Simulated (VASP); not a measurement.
A run of VASP 6.6.1:

INCAR

```
SYSTEM = CuI
ALGO = Normal
EDIFF = 1E-7
EDIFFG = -0.002
ENCUT = 600
IBRION = 2
ISIF = 3
ISMEAR = 0
LASPH = .TRUE.
LCHARG = .FALSE.
LREAL = .FALSE.
LWAVE = .FALSE.
NELM = 80
NSW = 100
PREC = Accurate
PSTRESS = 20.0
SIGMA = 0.01
```

Contents of KPOINTS:

```
k-points
0
G
  6 6 6
  0 0 0
```

Contents of POSCAR:

```
CuI
1.0
    2.9309887319      2.9309887319      0.0000000000
   -2.9309887319      2.9309887319      0.0000000000
    0.0000000000      2.9309887319      2.9309887319
Cu I
1 1
Direct
    0.7500000000      0.2500000000      0.5000000000
    0.0000000000      0.0000000000      0.0000000000
```

Potentials or basis: VASP PAW LDA potentials, release 64 (Cu, I).

Launch:

```sh
$ cat potpaw_LDA.64/Cu/POTCAR potpaw_LDA.64/I/POTCAR > POTCAR
$ mpirun -np 1 vasp_std > vasp.out
```

Hardware: 1 thread of AMD EPYC 9R45 96-Core Processor (Zen 5), with other jobs on the host.

Q: How long does it take, and how much memory?

A: Wall time 44 s on 1 thread of AMD EPYC 9R45 96-Core Processor (Zen 5) (shared host), peak memory 0.15 GiB. Counts: scf iterations 59, k points 16, ion steps 10.
